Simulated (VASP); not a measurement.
# Rb: relaxation of cell and atoms with PBE

The system is Rb.

```
Rb
1.0
     4.61869    0.00000    0.00000
     0.00000    4.61869    0.00000
     0.00000    0.00000    4.61869
Rb
1
Direct
  0.00000 0.00000 0.00000
```

```
Program                : VASP 6.6.1
Task                   : relaxation of cell and atoms
Functional             : PBE
Potentials or basis    : VASP PAW PBE potentials, release 64 (Rb_sv)
Cutoff                 : 600 eV
k mesh                 : 9 × 9 × 9
Occupations            : fermi-dirac, width 0.08 eV
Spin                   : no spin polarisation
Dipole correction      : no
Further INCAR settings : ALGO = Normal; EDIFF = 1e-06; IBRION = 2; EDIFFG = -0.005; NSW = 60; ISIF = 3
```

| Quantity | Value |
| --- | --- |
| Relaxed volume | 98.89 Å³/atom |
| Relaxed cell | a = 4.624 Å, b = 4.624 Å, c = 4.624 Å, α = 90.00°, β = 90.00°, γ = 90.00° |
| Space group after relaxing (to 0.05 Å) | Pm-3m (No. 221) |
| Energy gained by relaxing | 0.0 meV/atom |
| Ionic steps | 3 |
| Pressure after relaxing | 0.0 GPa |

Final structure:
```xyz
1
Lattice="4.6243 0.0000 0.0000 0.0000 4.6243 0.0000 0.0000 0.0000 4.6243" Properties=species:S:1:pos:R:3 pbc="T T T"
Rb    0.0000    0.0000    0.0000
```

Levels at points of the mesh, in eV from the Fermi level:
```
           k point  band 1  band 2  band 3  band 4  band 5  band 6  band 7  band 8
(0.00, 0.00, 0.00)  -29.08  -13.11  -13.11  -13.11   -1.86    2.33    2.33    5.67
```

Wall time 42 s on 1 thread of Intel(R) Xeon(R) Platinum 8259CL CPU @ 2.50GHz (Skylake/Cascade Lake) (shared host), peak memory 0.26 GiB.
